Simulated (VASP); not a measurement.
Write the native input for VASP 6.6.1 that does the following.

```yaml
Task: single point
Functional: r2SCAN
Potentials_or_basis: VASP PAW PBE potentials, release 64 (Eu)
Cutoff: 520 eV
k_mesh: 10 × 10 × 10
Occupations: fermi-dirac, width 0.1 eV
Spin: collinear spin, ferromagnetic start
Starting_moments: "[7.31] μB"
Dipole_correction: no
Further_INCAR_settings: ALGO = Normal; EDIFF = 1e-06; NBANDS = 18
```

Crystal: Eu.

```
Eu
1.0
    -2.22747    2.22747    2.22747
     2.22747   -2.22747    2.22747
     2.22747    2.22747   -2.22747
Eu
1
Direct
  0.00000 0.00000 0.00000
```

The input as run:

POSCAR

```
Eu
1.0
   -2.2274745855      2.2274745855      2.2274745855
    2.2274745855     -2.2274745855      2.2274745855
    2.2274745855      2.2274745855     -2.2274745855
Eu
1
Direct
    0.0000000000      0.0000000000      0.0000000000
```

INCAR.step1

```
SYSTEM = Eu
PREC = Accurate
ENCUT = 520
ISMEAR = -1
SIGMA = 0.1
LREAL = .False.
LASPH = .True.
NELM = 150
ISPIN = 2
MAGMOM = 7.31
LMAXMIX = 6
NBANDS = 18
GGA = PE
ALGO = Normal
EDIFF = 1E-4
LWAVE = .True.
LCHARG = .False.
```

INCAR.step2

```
SYSTEM = Eu
PREC = Accurate
ENCUT = 520
EDIFF = 1E-6
ISMEAR = -1
SIGMA = 0.1
LREAL = .False.
LASPH = .True.
NELM = 150
ALGO = Normal
ISIF = 2
LWAVE = .False.
LCHARG = .False.
ISPIN = 2
MAGMOM = 7.31
LORBIT = 11
LMAXMIX = 6
METAGGA = R2SCAN
LMIXTAU = .True.
NBANDS = 18
ISTART = 1
```

KPOINTS

```
regular mesh
0
Gamma
  10 10 10
  0 0 0
```

Potentials or basis: VASP PAW PBE potentials, release 64 (Eu).

Command:

```bash
$ cat potpaw_PBE.64/Eu/POTCAR > POTCAR
$ cp INCAR.step1 INCAR
$ mpirun -np 1 vasp_std > vasp.out
$ cp INCAR.step2 INCAR
$ mpirun -np 1 vasp_std > vasp.out
```

It gave:

```yaml
Pressure: -0.4 GPa
Net_moment: 7.81 μB per cell
Site_moments: Eu +6.71 μB
Valence_electrons_inside_the_program's_atomic_spheres: Eu 14.79
```

Caveat: the PAW data sets were made with another functional, which shifts forces and pressure a little.

Run time: 12 min on 1 thread of Intel Xeon 8259CL (shared host), peak memory 0.24 GiB.
